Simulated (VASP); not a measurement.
**C: single point with PBE**

The system is C.

```
CELL_PARAMETERS angstrom
1.23328 -2.13604 0.00000
1.23328 2.13604 0.00000
0.00000 0.00000 8.70703
ATOMIC_POSITIONS crystal
C 0.10332 0.89668 0.79935
C 0.56334 0.43666 0.20065
C 0.89668 0.10332 0.20065
C 0.43666 0.56334 0.79935
```

This cell differs from its parent crystal: atoms displaced along several vibrational modes.

* Program: VASP 6.6.1
* Task: single point
* Functional: PBE
* Potentials or basis: VASP PAW PBE potentials, release 64 (C)
* Cutoff: 520 eV
* k mesh: 18 × 18 × 6
* Occupations: gaussian, width 0.15 eV
* Spin: no spin polarisation
* Dipole correction: no
* Further INCAR settings: ALGO = Normal; EDIFF = 1e-06; NBANDS = 16

| Item | Value |
| --- | --- |
| Pressure | 0.6 GPa |
| Largest force | 0.040 eV/Å |

Forces on the atoms (eV/Å):
```
C    0.000  0.000 -0.040
C    0.000  0.002  0.036
C    0.000  0.000  0.040
C    0.000 -0.002 -0.036
```

Stress tensor (GPa, compression positive):
```
0.49 0.00 0.00
0.00 0.39 0.03
0.00 0.03 0.79
```

Run time: 2.5 min on 1 thread of Oxide Virtual Turin-like Processor, on a shared host, peak memory 0.33 GiB.

Caveat: the cell differs from its parent crystal (atoms displaced along several vibrational modes); this functional lacks dispersion, which binds layers or chains, so the pressure and a relaxed spacing across them are unreliable.
